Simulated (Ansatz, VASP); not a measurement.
Two plane-wave programs on PtSe2

The input INCAR:

```
SYSTEM = PtSe2
PREC = Accurate ; ENCUT = 600
EDIFF = 1E-6 ; ISMEAR = -1
SIGMA = 0.05 ; LREAL = .FALSE.
LASPH = .TRUE. ; NELM = 60
ALGO = Normal ; ISIF = 3
LWAVE = .FALSE. ; LCHARG = .FALSE.
GGA = PE ; IBRION = 2
NSW = 60 ; EDIFFG = -0.01
```

The input KPOINTS:

```
Automatic mesh
0
G
  8 8 5
  0 0 0
```

File POSCAR:

```
PtSe2
1.0
    3.7240000000      0.0000000000      0.0000000000
   -1.8620000000      3.2250786037      0.0000000000
    0.0000000000      0.0000000000      5.0620000000
Pt Se
1 2
Direct
    0.0000000000      0.0000000000      0.0000000000
    0.6666666667      0.3333333333      0.7500000000
    0.3333333333      0.6666666667      0.2500000000
```

The input input.yaml:

```yaml
crystal:
  lattice:
    - [3.724, 0.0, 0.0]
    - [-1.862, 3.2250786037, 0.0]
    - [0.0, 0.0, 5.062]
  atoms:
    - { symbol: Pt, position: [0.0, 0.0, 0.0] }
    - { symbol: Se, position: [0.6666666667, 0.3333333333, 0.75] }
    - { symbol: Se, position: [0.3333333333, 0.6666666667, 0.25] }
hamiltonian:
  xc: pbe
  pseudopotentials: { kind: paw }
kpoints:
  mp_grid: { grid: [8, 8, 5] }
scf:
  occupations: { method: fermi_dirac, width: 0.05 }
output:
  forces: true
  stress: true
relax:
  f_tol: 0.01
  max_steps: 40
  cell: { stress_tol: 0.05 }
```

Alike in both runs: task relaxation of cell and atoms; functional PBE; k mesh 8 × 8 × 5; occupations fermi-dirac, width 0.05 eV; no spin polarisation.

|  | VASP | Ansatz |
| --- | --- | --- |
| version | VASP 6.6.1 | Ansatz 0.2.0 |
| potentials or method | VASP PAW PBE potentials, release 64 (Pt, Se) | Ansatz PAW |
| plane-wave cutoff (eV) | 600 | 420 |
| valence electrons in the cell | 22 | 50 |

|  | VASP | Ansatz | Ansatz less VASP |
| --- | --- | --- | --- |
| relaxed volume (Å³/atom) | 26.22 | 26.62 | +0.397 |
| relaxed cell length with the largest relative difference (Å) | 6.455 | 6.553 | +0.0977 |

VASP's potentials hold 22 valence electrons a cell and Ansatz's 50, so a difference there can come from the potentials and not from the codes.

Neither program's run includes spin-orbit coupling. Noted on VASP's run: the volume moved by over 15 % at a fixed basis, so the end points are rough. Noted on Ansatz's run: the volume moved by over 15 % at a fixed basis, so the end points are rough; odd divisions of the mesh miss points on the zone boundary, where band edges often lie, so the gap on the mesh can be too wide; the plane-wave basis is chosen anew once the cell has moved, so the energies of steps on either side of that aren't comparable.
